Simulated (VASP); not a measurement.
# InSb3 (P4/mmm) in VASP: notebook

InSb3 is run at these levels: PBEsol; tasks: single point.

All numbers are computed with VASP 6.6.1; they aren't measurements. Logs are shortened: lines on timing, memory, paths and dates and some standing lists are left out, and cuts for length are marked.

### Step 1. The cell of the first run

It takes space group P4/mmm (No. 123, tetragonal). The conventional cell has a = 4.909 Å, b = 4.909 Å, c = 4.620 Å, α = 90.00°, β = 90.00°, γ = 90.00°. Within 4.4 Å of In (site symmetry 4/mmm) lie 12 Sb at 3.37 to 3.47 Å. Within 4.4 Å of Sb (site symmetry mmm) lie 4 In at 3.37 Å and 8 Sb at 3.37 to 3.47 Å. Sb (site symmetry 4/mmm) has 8 Sb at 3.37 Å and 4 In at 3.47 Å within 4.4 Å.

### Step 2. Single point, PBEsol (27.84 Å³/atom)

Contents of INCAR:

```
PREC     = Accurate       # precision mode
ENCUT    = 520            # plane-wave cutoff, eV
EDIFF    = 1E-6           # SCF threshold, eV
ISMEAR   = 0              # smearing method
SIGMA    = 0.15           # smearing width, eV
LREAL    = F              # projectors in reciprocal space
LASPH    = T              # aspherical terms in the spheres
NELM     = 100            # most SCF steps
ALGO     = Normal         # electronic algorithm
ISIF     = 2              # what is computed and relaxed
LWAVE    = F              # write WAVECAR
LCHARG   = T              # write CHGCAR
GGA      = PS             # functional
LELF     = T              # ELF
LVHAR    = T            
NBANDS   = 22             # bands
```

Contents of KPOINTS:

```
Automatic mesh
0
Gamma
  10 10 10
```

Contents of POSCAR:

```
InSb3
1.0
    4.9094308761      0.0000000000      0.0000000000
    0.0000000000      4.9094308761      0.0000000000
    0.0000000000      0.0000000000      4.6202653975
In Sb
1 3
Direct
    0.0000000000      0.0000000000      0.0000000000
    0.5000000000      0.0000000000      0.5000000000
    0.0000000000      0.5000000000      0.5000000000
    0.5000000000      0.5000000000      0.0000000000
```

Potentials or basis: VASP PAW PBE potentials, release 64 (In_d, Sb).

Command:

```sh
$ cat potpaw_PBE.64/In_d/POTCAR potpaw_PBE.64/Sb/POTCAR > POTCAR
$ mpirun -np 1 vasp_std > vasp.out
```

OUTCAR:

```text
PREC = Accurate
   ENCUT = 520
   EDIFF = 1E-6
   ISMEAR = 0
   LREAL = F
   LASPH = T
   NELM = 100
   ISIF = 2
   GGA = PS

 ion  position               nearest neighbor table
   1  0.000  0.000  0.000-   2 3.37   3 3.37   2 3.37   3 3.37   3 3.37   3 3.37   2 3.37   2 3.37
                             4 3.47   4 3.47   4 3.47   4 3.47
   2  0.500  0.000  0.500-   1 3.37   4 3.37   1 3.37   4 3.37   4 3.37   4 3.37   1 3.37   1 3.37
                             3 3.47   3 3.47   3 3.47   3 3.47
   3  0.000  0.500  0.500-   1 3.37   4 3.37   1 3.37   4 3.37   1 3.37   1 3.37   4 3.37   4 3.37
                             2 3.47   2 3.47   2 3.47   2 3.47
   4  0.500  0.500  0.000-   2 3.37   3 3.37   2 3.37   3 3.37   2 3.37   2 3.37   3 3.37   3 3.37
                             1 3.47   1 3.47   1 3.47   1 3.47

  LATTYP: Found a simple tetragonal cell.
 ALAT       =     4.9094308761
 C/A-ratio  =     0.9411000000

  Lattice vectors:

 A1 = (   4.9094308761,   0.0000000000,   0.0000000000)
 A2 = (   0.0000000000,   4.9094308761,   0.0000000000)
 A3 = (   0.0000000000,   0.0000000000,   4.6202653975)

Analysis of symmetry for initial positions (statically):
=====================================================================
 Subroutine PRICEL returns:
 Original cell was already a primitive cell.

 Routine SETGRP: Setting up the symmetry group for a
 simple tetragonal supercell.

 Subroutine GETGRP returns: Found 16 space group operations
 (whereof 16 operations were pure point group operations)
 out of a pool of 16 trial point group operations.

The static configuration has the point symmetry D_4h.

Analysis of symmetry for dynamics (positions and initial velocities):
=====================================================================
 Subroutine PRICEL returns:
 Original cell was already a primitive cell.

 Routine SETGRP: Setting up the symmetry group for a
 simple tetragonal supercell.

 Subroutine GETGRP returns: Found 16 space group operations
 (whereof 16 operations were pure point group operations)
 out of a pool of 16 trial point group operations.

The dynamic configuration has the point symmetry D_4h.

 Subroutine INISYM returns: Found 16 space group operations
 (whereof 16 operations are pure point group operations),
 and found     1 'primitive' translations

----------------------------------------------------------------------------------------

                                     Primitive cell

  volume of cell :     111.3600

  direct lattice vectors                    reciprocal lattice vectors
     4.909430876  0.000000000  0.000000000     0.203689598  0.000000000  0.000000000
     0.000000000  4.909430876  0.000000000     0.000000000  0.203689598  0.000000000
     0.000000000  0.000000000  4.620265397     0.000000000  0.000000000  0.216437783

  length of vectors
     4.909430876  4.909430876  4.620265397     0.203689598  0.203689598  0.216437783

  position of ions in fractional coordinates (direct lattice)
     0.000000000  0.000000000  0.000000000
     0.500000000  0.000000000  0.500000000
     0.000000000  0.500000000  0.500000000
     0.500000000  0.500000000  0.000000000

  ion indices of the primitive-cell ions
   primitive index   ion index
                 1           1
                 2           2
                 3           3
                 4           4

----------------------------------------------------------------------------------------

 KPOINTS: Automatic mesh

Automatic generation of k-mesh.
 Grid dimensions read from file:
 generate k-points for:   10   10   10

 Generating k-lattice:

  Cartesian coordinates                     Fractional coordinates (reciprocal lattice)
     0.020368960  0.000000000  0.000000000     0.100000000  0.000000000  0.000000000
     0.000000000  0.020368960  0.000000000     0.000000000  0.100000000  0.000000000
     0.000000000  0.000000000  0.021643778     0.000000000  0.000000000  0.100000000

  Length of vectors
     0.020368960  0.020368960  0.021643778

  Shift w.r.t. Gamma in fractional coordinates (k-lattice)
     0.000000000  0.000000000  0.000000000

 Subroutine IBZKPT returns following result:
 ===========================================

 Found    126 irreducible k-points:

 Following reciprocal coordinates:
            Coordinates               Weight
  0.000000  0.000000  0.000000      1.000000
  0.100000  0.000000  0.000000      4.000000
  0.200000  0.000000  0.000000      4.000000
  0.300000  0.000000  0.000000      4.000000
  0.400000  0.000000  0.000000      4.000000
  0.500000  0.000000  0.000000      2.000000
[... 16 lines left out ...]
  0.100000  0.000000  0.100000      8.000000
  0.200000  0.000000  0.100000      8.000000
 [... further k-points ...]
   k-points           NKPTS =    126   k-points in BZ     NKDIM =    126   number of bands    NBANDS=     22
   number of dos      NEDOS =    301   number of ions     NIONS =      4
   total plane-waves  NPLWV =  57600
   dimension x,y,z NGX =    40 NGY =   40 NGZ =   36
   dimension x,y,z NGXF=    80 NGYF=   80 NGZF=   72
   ions per type =               1   3
   NGX,Y,Z   is equivalent  to a cutoff of  13.55, 13.55, 12.95 a.u.
   NGXF,Y,Z  is equivalent  to a cutoff of  27.09, 27.09, 25.91 a.u.
 SYSTEM =  unknown system
   PREC   = accura    normal or accurate (medium, high low for compatibility)
   ISTART =      0    job   : 0-new  1-cont  2-samecut
   ICHARG =      2    charge: 1-file 2-atom 10-const
   ISPIN  =      1    spin polarized calculation?
   LNONCOLLINEAR =      F non collinear calculations
   LSORBIT =      F    spin-orbit coupling
   LASPH  =      T    aspherical Exc in radial PAW
   ENCUT  =  520.0 eV  38.22 Ry    6.18 a.u.   9.13  9.13  8.59*2*pi/ulx,y,z
   NELM   =    100;   NELMIN=  2; NELMDL= -5     # of ELM steps
   EDIFF  = 0.1E-05   stopping-criterion for ELM
   LREAL  =      F    real-space projection
   EDIFFG = 0.1E-04   stopping-criterion for IOM
   NSW    =      0    number of steps for IOM
   IBRION =     -1    ionic relax: 0-MD 1-quasi-New 2-CG
   NFREE  =      0    steps in history (QN), initial steepest desc. (CG)
   ISIF   =      2    stress and relaxation
   ISYM   =      2    0-nonsym 1-usesym 2-fastsym
   POTIM  = 0.5000    time-step for ionic-motion
   TEBEG  =    0.0;   TEEND  =   0.0 temperature during run
   PSTRESS=    0.0 pullay stress
   NELECT =      28.0000    total number of electrons
   NUPDOWN=      -1.0000    fix difference up-down
   EMIN   =  10.00;   EMAX   =-10.00  energy-range for DOS
   EFERMI =   0.00;   METHOD = LEGACY
   ISMEAR =     0;   SIGMA  =   0.15  broadening in eV -4-tet -1-fermi 0-gaus
   EFERMI_NEDOS =   21; number of points for ismear=-14 and -15
   IALGO  =     38    algorithm
   IMIX   =      4    mixing-type and parameters
     AMIX     =   0.40;   BMIX     =  1.00
     AMIX_MAG =   1.60;   BMIX_MAG =  1.00
  volume/ion in A,a.u.               =      27.84       187.87
  Fermi-wavevector in a.u.,A,eV,Ry     =   1.033279  1.952615 14.526482  1.067666
  Thomas-Fermi vector in A             =   2.167518
   LORBIT       =      0    0 simple, 1 ext, 2 COOP (PROOUT), +10 PAW based schemes
   GGA     = PS    functional components
   LHFCALC =     F    Hartree Fock is set to
   AEXX    =    0.0000 exact exchange contribution
   IVDW    =     0    specifies the selected vdW correction
   LEPSILON=     F    determine dielectric tensor
   LRPA    =     F    only Hartree local field effects (RPA)
 non-spin polarized calculation
 Gauss-broadening in eV      SIGMA  =   0.15
  energy-cutoff  :      520.00
  volume of cell :      111.36
 maximum number of plane-waves:      3037
 NGX is ok and might be reduce to    40
   NGX = 19   NGY = 19   NGZ = 17

 number of electron      27.9999993 magnetization

 Free energy of the ion-electron system (eV)
  ---------------------------------------------------
  ext. energy  EPLUGINS =         0.00000000
  ---------------------------------------------------
  free energy    TOTEN  =       -16.02257780 eV

  energy without entropy =      -16.00248857  energy(sigma->0) =      -16.01253318

 E-fermi :   7.6060     XC(G=0): -10.1653

 val. band max:        7.5967508586   @ k =   0.3000   0.0000   0.4000
 cond. band min:       7.6489021318   @ k =   0.3000   0.1000   0.4000
 fundamental gap:      0.0521512732
 Fermi energy:         7.6060376120

 k-point     1 :       0.0000    0.0000    0.0000
  band No.  band energies     occupation
      1      -6.7800      2.00000
      2      -6.7684      2.00000
      3      -6.7574      2.00000
      4      -6.7570      2.00000
      5      -6.7570      2.00000
      6      -4.5152      2.00000
[... 14 lines left out ...]
     21      12.5562      0.00000
     22      12.8264      0.00000

 k-point     2 :       0.1000    0.0000    0.0000
  band No.  band energies     occupation
      1      -6.7787      2.00000
      2      -6.7678      2.00000
      3      -6.7583      2.00000
      4      -6.7580      2.00000
      5      -6.7570      2.00000
      6      -4.4573      2.00000
[... 14 lines left out ...]
     21      12.8632      0.00000
     22      13.0841      0.00000

 k-point     3 :       0.2000    0.0000    0.0000
  band No.  band energies     occupation
      1      -6.7757      2.00000
      2      -6.7662      2.00000
      3      -6.7606      2.00000
      4      -6.7606      2.00000
      5      -6.7569      2.00000
      6      -4.2851      2.00000
[... 14 lines left out ...]
     21      13.2184      0.00000
     22      13.3062      0.00000

 k-point     4 :       0.3000    0.0000    0.0000
  band No.  band energies     occupation
      1      -6.7722      2.00000
      2      -6.7638      2.00000
      3      -6.7638      2.00000
      4      -6.7634      2.00000
      5      -6.7569      2.00000
      6      -4.0063      2.00000
[... 14 lines left out ...]
     21      12.7664      0.00000
     22      13.4083      0.00000

 k-point     5 :       0.4000    0.0000    0.0000
  band No.  band energies     occupation
      1      -6.7698      2.00000
      2      -6.7663      2.00000
      3      -6.7657      2.00000
      4      -6.7616      2.00000
      5      -6.7568      2.00000
      6      -3.6520      2.00000
[... 14 lines left out ...]
     21      12.2147      0.00000
     22      13.6967      0.00000

 k-point     6 :       0.5000    0.0000    0.0000
  band No.  band energies     occupation
      1      -6.7690      2.00000
      2      -6.7673      2.00000
      3      -6.7666      2.00000
      4      -6.7607      2.00000
      5      -6.7568      2.00000
      6      -3.4121      2.00000
[... 14 lines left out ...]
     21      11.9761      0.00000
     22      13.8567      0.00000

 k-point     7 :       0.1000    0.1000    0.0000
  band No.  band energies     occupation
      1      -6.7774      2.00000
      2      -6.7673      2.00000
      3      -6.7593      2.00000
      4      -6.7580      2.00000
      5      -6.7579      2.00000
      6      -4.3992      2.00000
[... 324 lines left out ...]
      6      -2.4852      2.00000
[... 14 lines left out ...]
     21      12.2173      0.00000
     22      14.5053      0.00000

 k-point    21 :       0.5000    0.5000    0.0000
  band No.  band energies     occupation
      1      -6.7878      2.00000
      2      -6.7665      2.00000
      3      -6.7665      2.00000
      4      -6.7582      2.00000
      5      -6.7504      2.00000
      6      -2.0198      2.00000
[... 14 lines left out ...]
     21      12.3613      0.00000
     22      14.5184      0.00000

 k-point    22 :       0.0000    0.0000    0.1000
  band No.  band energies     occupation
      1      -6.7792      2.00000
      2      -6.7663      2.00000
      3      -6.7585      2.00000
      4      -6.7585      2.00000
      5      -6.7573      2.00000
      6      -4.4489      2.00000
[... 14 lines left out ...]
     21      12.9906      0.00000
     22      13.2859      0.00000

 k-point    23 :       0.1000    0.0000    0.1000
  band No.  band energies     occupation
      1      -6.7780      2.00000
      2      -6.7657      2.00000
      3      -6.7596      2.00000
      4      -6.7585      2.00000
      5      -6.7582      2.00000
      6      -4.3909      2.00000
[... 14 lines left out ...]
     21      12.9070      0.00000
     22      13.1490      0.00000

 k-point    24 :       0.2000    0.0000    0.1000
  band No.  band energies     occupation
      1      -6.7750      2.00000
      2      -6.7640      2.00000
      3      -6.7626      2.00000
      4      -6.7605      2.00000
      5      -6.7584      2.00000
      6      -4.2186      2.00000
[... 14 lines left out ...]
     21      13.2162      0.00000
     22      13.2737      0.00000

 [... further k-points ...]

------------------------ aborting loop because EDIFF is reached ----------------------------------------

  FORCE on cell =-STRESS in cart. coord.  units (eV):
  Direction    XX          YY          ZZ          XY          YZ          ZX
  --------------------------------------------------------------------------------------
  -------------------------------------------------------------------------------------
  Total       -1.8883202     -1.8883202     -1.9481979      0.0000000     -0.0000000      0.0000000
  in kB      -27.1679582    -27.1679582    -28.0294409      0.0000000     -0.0000000      0.0000000
  external PRESSURE =     -27.4551191 kB  Pullay stress =       0.0000000 kB

 VOLUME and BASIS-vectors are now :
 -----------------------------------------------------------------------------
  energy-cutoff  :      520.00
  volume of cell :      111.36
      direct lattice vectors                 reciprocal lattice vectors
     4.909430876  0.000000000  0.000000000     0.203689598  0.000000000  0.000000000
     0.000000000  4.909430876  0.000000000     0.000000000  0.203689598  0.000000000
     0.000000000  0.000000000  4.620265397     0.000000000  0.000000000  0.216437783

 POSITION                                       TOTAL-FORCE (eV/Angst)
 -----------------------------------------------------------------------------------
      0.00000      0.00000      0.00000         0.000000      0.000000      0.000000
      2.45472      0.00000      2.31013         0.000000      0.000000      0.000000
      0.00000      2.45472      2.31013         0.000000      0.000000      0.000000
      2.45472      2.45472      0.00000         0.000000      0.000000      0.000000
 -----------------------------------------------------------------------------------
    total drift:                               -0.000000     -0.000000     -0.000000

  FREE ENERGIE OF THE ION-ELECTRON SYSTEM (eV)
  ---------------------------------------------------
  free  energy   TOTEN  =       -16.0225777977 eV

  energy  without entropy=      -16.0024885662  energy(sigma->0) =      -16.01253318
```

Run time: 1.9 min. Hardware: 1 thread of Intel Xeon 6975P-C (Granite Rapids), shared host; peak memory 0.43 GiB.

Results:

```
Free energy            : -16.0226 eV
Pressure               : -2.7 GPa
Band gap on the k mesh : zero (bands 14 and 15 overlap by 4.18 eV)
```

Levels at points of the mesh, in eV from the Fermi level:
```
           k point  band 12  band 13  band 14  band 15  band 16  band 17
(0.00, 0.00, 0.00)    -3.53     0.34     0.34     0.53     1.83     1.89
(0.50, 0.00, 0.00)    -2.27    -1.77    -0.87    -0.70     1.81     2.21
(0.50, 0.50, 0.00)    -1.20    -1.11    -0.86    -0.86     0.12     1.38
(0.00, 0.00, 0.50)    -2.08    -2.08    -1.31    -1.00     1.89     1.89
(0.50, 0.00, 0.50)    -1.78    -1.39    -1.17    -1.11    -0.69     0.96
(0.50, 0.50, 0.50)    -4.85    -4.75     3.08     3.17     3.70     3.70
```

Caveat: the PAW data sets were made with another functional, which shifts forces and pressure a little; spin-orbit coupling is left out, which moves the levels of the heavy elements.

### Step 3. Single point, PBEsol (27.84 Å³/atom)

Contents of INCAR:

```
SYSTEM = InSb3
ALGO = Normal
EDIFF = 1E-6
ENCUT = 520
GGA = PS
ISIF = 2
ISMEAR = 0
LASPH = .True.
LCHARG = .False.
LREAL = .False.
LWAVE = .False.
NBANDS = 22
NELM = 60
PREC = Accurate
SIGMA = 0.15
```

Contents of KPOINTS:

```
k-points
0
Gamma
  10 10 10
  0 0 0
```

Contents of POSCAR:

```
InSb3
1.0
    4.5279079406      0.0000000000      0.0000000000
    0.0000000000      4.5279079406      0.0000000000
    0.0000000000      0.0000000000      5.4316783656
In Sb
1 3
Direct
    0.0000000000      0.0000000000      0.0000000000
    0.5000000000      0.0000000000      0.5000000000
    0.0000000000      0.5000000000      0.5000000000
    0.5000000000      0.5000000000      0.0000000000
```

Potentials or basis: VASP PAW PBE potentials, release 64 (In_d, Sb).

Command:

```sh
$ cat potpaw_PBE.64/In_d/POTCAR potpaw_PBE.64/Sb/POTCAR > POTCAR
$ mpirun -np 1 vasp_std > vasp.out
```

Wall time 96 s (1 thread of Intel Xeon 6975P-C (Granite Rapids), shared host); peak memory 0.42 GiB.

Results (log left out):

```
Free energy            : -16.0127 eV
Pressure               : -2.6 GPa
Band gap on the k mesh : zero (bands 14 and 15 overlap by 3.34 eV)
```

Stress tensor (GPa, compression positive):
```
-2.44  0.00  0.00
 0.00 -2.44  0.00
 0.00  0.00 -2.87
```

Levels at points of the mesh, in eV from the Fermi level:
| k point | band 11 | band 12 | band 13 | band 14 | band 15 | band 16 | band 17 | band 18 |
| --- | --- | --- | --- | --- | --- | --- | --- | --- |
| (0.00, 0.00, 0.00) | -3.71 | -3.16 | -0.13 | -0.13 | 0.73 | 1.86 | 2.82 | 2.82 |
| (0.50, 0.00, 0.00) | -2.53 | -1.97 | -1.35 | -0.83 | -0.66 | 1.46 | 2.36 | 2.65 |
| (0.50, 0.50, 0.00) | -2.63 | -2.63 | -1.88 | -1.55 | -1.33 | -1.33 | 0.60 | 5.02 |
| (0.00, 0.00, 0.50) | -2.87 | -1.83 | -1.83 | -0.56 | -0.19 | 0.34 | 1.44 | 3.32 |
| (0.50, 0.00, 0.50) | -1.02 | -0.94 | -0.87 | -0.80 | -0.53 | 0.42 | 1.64 | 2.08 |
| (0.50, 0.50, 0.50) | -4.71 | -4.71 | -4.62 | 1.96 | 2.32 | 2.32 | 4.74 | 5.12 |

Caveat: the PAW data sets were made with another functional, which shifts forces and pressure a little; spin-orbit coupling is left out, which moves the levels of the heavy elements.

[end of part 1 of 2]
